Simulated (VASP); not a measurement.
# C (Fm-3m) in VASP: notebook

C is run at these levels: PBE; tasks: single point.

All numbers are computed with VASP 6.6.1; they aren't measurements. Logs are shortened: lines on timing, memory, paths and dates and some standing lists are left out, and cuts for length are marked.

**1. The cell of the first run**

The structure is cubic, space group Fm-3m (No. 225). The conventional cell has a = 2.750 Å, b = 2.750 Å, c = 2.750 Å, α = 90.00°, β = 90.00°, γ = 90.00°. C (site symmetry m-3m) has 12 C at 1.94 Å within 2.6 Å.

**2. Single point, PBE (volume scaled by 0.709, to set the pressure)**

INCAR reads:

```
SYSTEM = C
ALGO = Normal
EDIFF = 1E-6
ENCUT = 520
GGA = PE
ISIF = 2
ISMEAR = -1
LASPH = .True.
LCHARG = .False.
LREAL = .False.
LWAVE = .False.
NBANDS = 8
NELM = 60
PREC = Accurate
SIGMA = 0.1
```

KPOINTS reads:

```
k-points
0
Gamma
  25 25 25
  0 0 0
```

POSCAR reads:

```
C
1.0
    0.0000000000      1.3751753490      1.3751753490
    1.3751753490      0.0000000000      1.3751753490
    1.3751753490      1.3751753490      0.0000000000
C
1
Direct
    0.0000000000      0.0000000000      0.0000000000
```

Potentials or basis: VASP PAW PBE potentials, release 64 (C).

Command:

```console
> cat potpaw_PBE.64/C/POTCAR > POTCAR
> mpirun -np 1 vasp_std > vasp.out
```

OUTCAR:

```text
SYSTEM = C
   EDIFF = 1E-6
   ENCUT = 520
   GGA = PE
   ISIF = 2
   ISMEAR = -1
   LASPH = .True.
   LREAL = .False.
   NELM = 60
   PREC = Accurate

 ion  position               nearest neighbor table
   1  0.000  0.000  0.000-

  LATTYP: Found a face centered cubic cell.
 ALAT       =     2.7503506980

  Lattice vectors:

 A1 = (   0.0000000000,   1.3751753490,   1.3751753490)
 A2 = (   1.3751753490,   0.0000000000,   1.3751753490)
 A3 = (   1.3751753490,   1.3751753490,   0.0000000000)

Analysis of symmetry for initial positions (statically):
=====================================================================
 Subroutine PRICEL returns:
 Original cell was already a primitive cell.

 Routine SETGRP: Setting up the symmetry group for a
 face centered cubic supercell.

 Subroutine GETGRP returns: Found 48 space group operations
 (whereof 48 operations were pure point group operations)
 out of a pool of 48 trial point group operations.

The static configuration has the point symmetry O_h .

Analysis of symmetry for dynamics (positions and initial velocities):
=====================================================================
 Subroutine PRICEL returns:
 Original cell was already a primitive cell.

 Routine SETGRP: Setting up the symmetry group for a
 face centered cubic supercell.

 Subroutine GETGRP returns: Found 48 space group operations
 (whereof 48 operations were pure point group operations)
 out of a pool of 48 trial point group operations.

The dynamic configuration has the point symmetry O_h .

 Subroutine INISYM returns: Found 48 space group operations
 (whereof 48 operations are pure point group operations),
 and found     1 'primitive' translations

----------------------------------------------------------------------------------------

                                     Primitive cell

  volume of cell :       5.2012

  direct lattice vectors                    reciprocal lattice vectors
     0.000000000  1.375175349  1.375175349    -0.363589996  0.363589996  0.363589996
     1.375175349  0.000000000  1.375175349     0.363589996 -0.363589996  0.363589996
     1.375175349  1.375175349  0.000000000     0.363589996  0.363589996 -0.363589996

  length of vectors
     1.944791629  1.944791629  1.944791629     0.629756347  0.629756347  0.629756347

  position of ions in fractional coordinates (direct lattice)
[... 71 lines left out ...]
   ISPIN  =      1    spin polarized calculation?
   LNONCOLLINEAR =      F non collinear calculations
   LSORBIT =      F    spin-orbit coupling
   LASPH  =      T    aspherical Exc in radial PAW
   ENCUT  =  520.0 eV  38.22 Ry    6.18 a.u.   3.62  3.62  3.62*2*pi/ulx,y,z
   NELM   =     60;   NELMIN=  2; NELMDL= -5     # of ELM steps
   EDIFF  = 0.1E-05   stopping-criterion for ELM
   LREAL  =      F    real-space projection
   EDIFFG = 0.1E-04   stopping-criterion for IOM
   NSW    =      0    number of steps for IOM
   IBRION =     -1    ionic relax: 0-MD 1-quasi-New 2-CG
   NFREE  =      0    steps in history (QN), initial steepest desc. (CG)
   ISIF   =      2    stress and relaxation
   ISYM   =      2    0-nonsym 1-usesym 2-fastsym
   POTIM  = 0.5000    time-step for ionic-motion
   TEBEG  =    0.0;   TEEND  =   0.0 temperature during run
   PSTRESS=    0.0 pullay stress
   NELECT =       4.0000    total number of electrons
   NUPDOWN=      -1.0000    fix difference up-down
   EMIN   =  10.00;   EMAX   =-10.00  energy-range for DOS
   EFERMI =   0.00;   METHOD = LEGACY
   ISMEAR =    -1;   SIGMA  =   0.10  broadening in eV -4-tet -1-fermi 0-gaus
   EFERMI_NEDOS =   21; number of points for ismear=-14 and -15
   IALGO  =     38    algorithm
   IMIX   =      4    mixing-type and parameters
     AMIX     =   0.40;   BMIX     =  1.00
     AMIX_MAG =   1.60;   BMIX_MAG =  1.00
  volume/ion in A,a.u.               =       5.20        35.10
  Fermi-wavevector in a.u.,A,eV,Ry     =   1.499892  2.834386 30.608714  2.249677
  Thomas-Fermi vector in A             =   2.611463
   LORBIT       =      0    0 simple, 1 ext, 2 COOP (PROOUT), +10 PAW based schemes
   GGA     = PE    functional components
   LHFCALC =     F    Hartree Fock is set to
   AEXX    =    0.0000 exact exchange contribution
   IVDW    =     0    specifies the selected vdW correction
   LEPSILON=     F    determine dielectric tensor
   LRPA    =     F    only Hartree local field effects (RPA)
 non-spin polarized calculation
  energy-cutoff  :      520.00
  volume of cell :        5.20
 maximum number of plane-waves:       150
   NGX =  7   NGY =  7   NGZ =  7

 number of electron       4.0000000 magnetization

 Free energy of the ion-electron system (eV)
  ---------------------------------------------------
  ext. energy  EPLUGINS =         0.00000000
  ---------------------------------------------------
  free energy    TOTEN  =        -4.17813660 eV

  energy without entropy =       -4.16728945  energy(sigma->0) =       -4.17271303

 E-fermi :  13.0158     XC(G=0): -14.3833

 val. band max:       13.0121103202   @ k =   0.4800   0.3600   0.0000
 cond. band min:      13.0213134154   @ k =  -0.2000   0.2400   0.0800
 fundamental gap:      0.0092030952
 Fermi energy:        13.0157634329

 k-point     1 :       0.0000    0.0000    0.0000
  band No.  band energies     occupation
      1     -11.0246      2.00000
      2      23.9135      0.00000
      3      23.9135      0.00000
      4      23.9135      0.00000
      5      47.7835      0.00000
      6      47.7835      0.00000
      7      47.7835      0.00000
      8      52.8616      0.00000
[... 243 lines left out ...]
 k-point    24 :       0.4400    0.0400    0.0000
  band No.  band energies     occupation
      1      -2.0869      2.00000
      2       5.1021      2.00000
      3      21.2002      0.00000
      4      21.4380      0.00000
      5      42.9359      0.00000
      6      44.3964      0.00000
      7      45.2907      0.00000
      8      48.8574      0.00000

 [... further k-points ...]
[... 5 lines left out ...]
  --------------------------------------------------------------------------------------
  -------------------------------------------------------------------------------------
  Total        3.1155613      3.1155613      3.1155613      0.0000000     -0.0000000     -0.0000000
  in kB      959.7158088    959.7158088    959.7158088      0.0000000     -0.0000000     -0.0000000
  external PRESSURE =     959.7158088 kB  Pullay stress =       0.0000000 kB

 VOLUME and BASIS-vectors are now :
 -----------------------------------------------------------------------------
  energy-cutoff  :      520.00
  volume of cell :        5.20
      direct lattice vectors                 reciprocal lattice vectors
     0.000000000  1.375175349  1.375175349    -0.363589996  0.363589996  0.363589996
     1.375175349  0.000000000  1.375175349     0.363589996 -0.363589996  0.363589996
     1.375175349  1.375175349  0.000000000     0.363589996  0.363589996 -0.363589996

 POSITION                                       TOTAL-FORCE (eV/Angst)
 -----------------------------------------------------------------------------------
      0.00000      0.00000      0.00000         0.000000      0.000000      0.000000
 -----------------------------------------------------------------------------------
    total drift:                                0.000000      0.000000      0.000000

  FREE ENERGIE OF THE ION-ELECTRON SYSTEM (eV)
  ---------------------------------------------------
  free  energy   TOTEN  =        -4.1781366007 eV

  energy  without entropy=       -4.1672894543  energy(sigma->0) =       -4.17271303
```

stdout:

```text
POSCAR found type information on POSCAR C
 POSCAR found :  1 types and       1 ions
 scaLAPACK will be used
 LDA part: xc-table for (Slater+PW92), standard interpolation
 POSCAR, INCAR and KPOINTS ok, starting setup
 FFT: planning ... GRIDC
 FFT: planning ... GRID_SOFT
 FFT: planning ... GRID
 WAVECAR not read
 entering main loop
```

Run time: 11 s. Hardware: 1 thread of AMD EPYC 7R43 (Zen 3), shared host; peak memory 0.08 GiB.

What came out:

| Item | Value |
| --- | --- |
| Free energy | -4.1781 eV |
| Pressure | 96.0 GPa |
| Band gap on the k mesh | zero (band 2 reaches 23.91 eV, above the bottom of band 3 at 9.10 eV) |

Levels at points of the mesh, in eV from the Fermi level:
```tsv
k point	band 1	band 2	band 3	band 4	band 5
(0.00, 0.00, 0.00)	-24.04	10.90	10.90	10.90	34.77
```

Caveat: the cell differs from its parent crystal (volume scaled by 0.709, to set the pressure).

(Part 1 of 2 ends here.)
